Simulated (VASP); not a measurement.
Pt:

```
Pt
1.0
     0.00000    1.89834    1.89834
     1.89834    0.00000    1.89834
     1.89834    1.89834    0.00000
Pt
1
Direct
  0.00000 0.00000 0.00000
```

Base run:

| Item | Value |
| --- | --- |
| Program | VASP 6.6.1 |
| Functional | PBEsol |
| Potentials or basis | VASP PAW PBE potentials, release 64 (Pt) |
| Cutoff | 520 eV |
| k mesh | 22 × 22 × 22 |
| Occupations | gaussian, width 0.15 eV |
| Spin | collinear spin |
| Starting moments | [0.1] μB |
| Fixed moment | 0.1 μB |

Its results: pressure 34.7 GPa; site moments Pt +0.10 μB.

The run is repeated on the same cell with these changes: fixed moment from 0.1 μB to 0.4 μB; moments at the start from [0.1] to [0.4]. What comes out?

Pressure 35.7 GPa; site moments Pt +0.39 μB.

Caveats: the cell stands under pressure; the PAW data sets were made with another functional, which shifts forces and pressure a little; the total moment is fixed, so each spin has its own Fermi level and the state may be an excited one.
